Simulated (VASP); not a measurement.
Crystal: TeS2 (fluorite type).

```
Te S
1.0
     0.00000    2.82356    2.82356
     2.82356    0.00000    2.82356
     2.82356    2.82356    0.00000
Te S
1 2
Direct
  0.00000 0.00000 0.00000
  0.25000 0.25000 0.25000
  0.75000 0.75000 0.75000
```

```yaml
Program: VASP 6.6.1
Task: relaxation of cell and atoms
Functional: PBE
Potentials_or_basis: VASP PAW PBE potentials, release 64 (Te, S)
Cutoff: 600 eV
k_mesh: 10 × 10 × 10
Occupations: fermi-dirac, width 0.03 eV
Spin: no spin polarisation
```

At the start: pressure 70.7 GPa; volume 15.01 Å³/atom.

Q: Where does the relaxation end?

A: Over 20 steps the energy falls by 1299.4 meV/atom and the volume is 23.41 Å³/atom (+56.0 %); space group Fm-3m (No. 225, to 0.1 Å) before and after.

Step by step:
| step | energy change (eV) | largest force (eV/Å) | pressure (GPa) | volume (Å³) |
| --- | --- | --- | --- | --- |
| 1 | 0.0000 | 0.0000 | 70.71 | 45.02 |
| 2 | -2.3194 | 0.0000 | -10.45 | 103.44 |
| 3 | -3.8965 | 0.0000 | -0.72 | 71.01 |
| 4 | -3.8982 | 0.0000 | -0.22 | 70.41 |
| 5 | -3.8978 | 0.0000 | 0.34 | 69.82 |
| 6 | -3.8978 | 0.0000 | 0.38 | 69.83 |
| 7 | -3.8978 | 0.0000 | 0.40 | 69.84 |
| 8 | -3.8978 | 0.0000 | 0.38 | 69.84 |
| 9 | -3.8978 | 0.0000 | 0.38 | 69.84 |
| 10 | -3.8978 | 0.0000 | 0.38 | 69.84 |
| 11 | -3.8978 | 0.0000 | 0.38 | 69.84 |
| 12 | -3.8978 | 0.0000 | 0.38 | 69.84 |
| 13 | -3.8978 | 0.0000 | 0.38 | 69.84 |
| 14 | -3.8978 | 0.0000 | 0.38 | 69.84 |
| 15 | -3.8979 | 0.0000 | 0.38 | 69.85 |
| 16 | -3.8979 | 0.0000 | 0.36 | 69.86 |
| 17 | -3.8979 | 0.0000 | 0.33 | 69.89 |
| 18 | -3.8980 | 0.0000 | 0.29 | 69.94 |
| 19 | -3.8982 | 0.0000 | 0.20 | 70.03 |
| 20 | -3.8983 | 0.0000 | 0.01 | 70.23 |

Final structure:
```cif
data_structure
_symmetry_space_group_name_H-M 'P 1'
_symmetry_Int_Tables_number 1
_cell_length_a 4.6311
_cell_length_b 4.6311
_cell_length_c 4.6311
_cell_angle_alpha 60.000
_cell_angle_beta 60.000
_cell_angle_gamma 60.000
_cell_volume 70.23
loop_
_atom_site_label
_atom_site_type_symbol
_atom_site_fract_x
_atom_site_fract_y
_atom_site_fract_z
_atom_site_occupancy
Te1 Te 0.00000 0.00000 0.00000 1
S1 S 0.25000 0.25000 0.25000 1
S2 S 0.75000 0.75000 0.75000 1
```

Caveat: the volume moved by over 15 % at a fixed basis, so the end points are rough.
